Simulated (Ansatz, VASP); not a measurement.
Ge: VASP beside Ansatz

File INCAR:

```
PREC     = Accurate       # precision mode
ENCUT    = 600            # plane-wave cutoff, eV
EDIFF    = 1E-6           # SCF threshold, eV
ISMEAR   = -1             # smearing method
SIGMA    = 0.05           # smearing width, eV
LREAL    = False          # projectors in reciprocal space
LASPH    = True           # aspherical terms in the spheres
NELM     = 60             # most SCF steps
ALGO     = Normal         # electronic algorithm
ISIF     = 3              # what is computed and relaxed
LWAVE    = False          # write WAVECAR
LCHARG   = False          # write CHGCAR
GGA      = PS             # functional
IBRION   = 2              # ionic algorithm
NSW      = 80             # ionic steps
EDIFFG   = -0.005         # ionic threshold
```

KPOINTS

```
Automatic mesh
0
Gamma
  11 11 11
```

Contents of POSCAR:

```
Ge
1.0
   -2.5744897190      2.5744897190      1.3974126432
    2.5744897190     -2.5744897190      1.3974126432
    2.5744897190      2.5744897190     -1.3974126432
Ge
2
Direct
    0.5000000000      0.5000000000      0.0000000000
    0.2500000000      0.7500000000      0.5000000000
```

input.yaml

```yaml
crystal:
  lattice:
    - [-2.574489719, 2.574489719, 1.3974126432]
    - [2.574489719, -2.574489719, 1.3974126432]
    - [2.574489719, 2.574489719, -1.3974126432]
  atoms:
    - { symbol: Ge, position: [0.5, 0.5, 0.0] }
    - { symbol: Ge, position: [0.25, 0.75, 0.5] }
kpoints:
  mp_grid: { grid: [11, 11, 11] }
scf:
  occupations: { method: fermi_dirac, width: 0.05 }
hamiltonian:
  xc: pbesol
  pseudopotentials: { kind: all_electron, lapw: { basis_error: 0.001 } }
output:
  forces: true
  stress: true
relax:
  f_tol: 0.005
  max_steps: 60
  cell: {}
```

Alike in both runs: task relaxation of cell and atoms; functional PBEsol; k mesh 11 × 11 × 11; occupations fermi-dirac, width 0.05 eV; no spin polarisation.

|  | VASP | Ansatz |
| --- | --- | --- |
| version | VASP 6.6.1 | Ansatz 0.2.0 |
| potentials or method | VASP PAW PBE potentials, release 64 (Ge_d), cutoff 600 eV | all-electron LAPW, scalar-relativistic |

|  | VASP | Ansatz | Ansatz less VASP |
| --- | --- | --- | --- |
| relaxed volume (Å³/atom) | 18.39 | 18.39 | 0.000 |
| relaxed cell length with the largest relative difference (Å) | 3.893 | 3.892 | -0.0006 |

VASP's potentials were made for PBE, not for PBEsol. Ansatz ran all-electron here, and VASP with PAW potentials.
